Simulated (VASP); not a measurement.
Here is a VASP 6.6.1 calculation.

File INCAR:

```
PREC     = Accurate       # precision mode
ENCUT    = 600            # plane-wave cutoff, eV
EDIFF    = 1E-6           # SCF threshold, eV
ISMEAR   = 0              # smearing method
SIGMA    = 0.1            # smearing width, eV
LREAL    = F              # projectors in reciprocal space
LASPH    = T              # aspherical terms in the spheres
NELM     = 120            # most SCF steps
ALGO     = Normal         # electronic algorithm
ISIF     = 2              # what is computed and relaxed
LWAVE    = F              # write WAVECAR
LCHARG   = F              # write CHGCAR
GGA      = PE             # functional
NBANDS   = 9              # bands
GGA_COMPAT= F
```

KPOINTS

```
regular mesh
0
Gamma
  21 21 12
```

File POSCAR:

```
Be
1.0
    2.2624629793      0.0000000000      0.0000000000
   -1.1312314897      1.9593504152      0.0000000000
    0.0000000000      0.0000000000      3.5663866017
Be
2
Direct
    0.3333333333      0.6666666667      0.2500000000
    0.6666666667      0.3333333333      0.7500000000
```

Potentials or basis: VASP PAW PBE potentials, release 64 (Be).

Command:

```bash
$ cat potpaw_PBE.64/Be/POTCAR > POTCAR
$ mpirun -np 1 vasp_std > vasp.out
```

(1) Estimate the band gap on the k mesh.

(2) Estimate the pressure.

## Answers

(1) zero (band 2 reaches 8.02 eV, above the bottom of band 3 at 5.93 eV).

(2) 0.2 GPa.
